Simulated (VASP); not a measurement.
HC6: single point with PBE

System: HC6, a wire with vacuum.

```xyz
14
Lattice="4.9327 0.0000 0.0000 0.0000 8.5223 0.0000 0.0000 0.0000 22.9416" Properties=species:S:1:pos:R:3 pbc="T T T"
C     0.0000    0.0000    4.0000
C     2.4663    0.0000    4.0000
C     1.2332    0.0000    4.7120
C     3.6995    0.0000    4.7120
C     1.2332    0.0000    6.1359
C     3.6995    0.0000    6.1359
C     0.0000    0.0000    6.8300
C     2.4663    0.0000    6.8300
C     0.0000    0.0000    8.3191
C     2.4663    0.0000    8.3191
C     1.2332    0.0000    8.9416
C     3.6995    0.0000    8.9416
H     0.6427    0.0000   10.0316
H     1.8237    0.0000   10.0316
```

```
Program                : VASP 6.6.1
Task                   : single point
Functional             : PBE
Potentials or basis    : VASP PAW PBE potentials, release 64 (C, H)
Cutoff                 : 520 eV
k mesh                 : 6 × 3 × 1
Occupations            : gaussian, width 0.1 eV
Spin                   : no spin polarisation
Dipole correction      : yes
Further INCAR settings : ALGO = Normal; EDIFF = 1e-07; NBANDS = 38
```

| Item | Value |
| --- | --- |
| Largest force | 3.921 eV/Å |
| Band gap on the k mesh | zero (bands 25 and 26 overlap by 0.09 eV) |

Forces on the atoms (eV/Å):
```
C   -0.265  0.000  2.072
C    0.265  0.000  2.072
C    0.000  0.000 -3.921
C    0.000  0.000 -3.115
C    0.000  0.000  1.229
C    0.000  0.000  1.387
C    0.288  0.000  0.608
C   -0.288  0.000  0.608
C   -1.692  0.000 -2.583
C    1.692  0.000 -2.583
C    0.000  0.000  0.958
C    0.000  0.000  2.941
H    0.867  0.000  0.163
H   -0.867  0.000  0.163
```

Levels at points of the mesh, in eV from the Fermi level:
```tsv
k point	band 22	band 23	band 24	band 25	band 26	band 27	band 28	band 29
(0.00, 0.00, 0.00)	-2.18	-0.70	-0.35	-0.10	0.13	0.89	2.04	2.12
(0.50, 0.00, 0.00)	-1.98	-1.66	-0.49	-0.08	-0.08	2.45	2.59	2.97
```

Wall time 7.1 min on 1 thread of Intel(R) Xeon(R) 6975P-C (Granite Rapids) (shared host), peak memory 0.96 GiB.
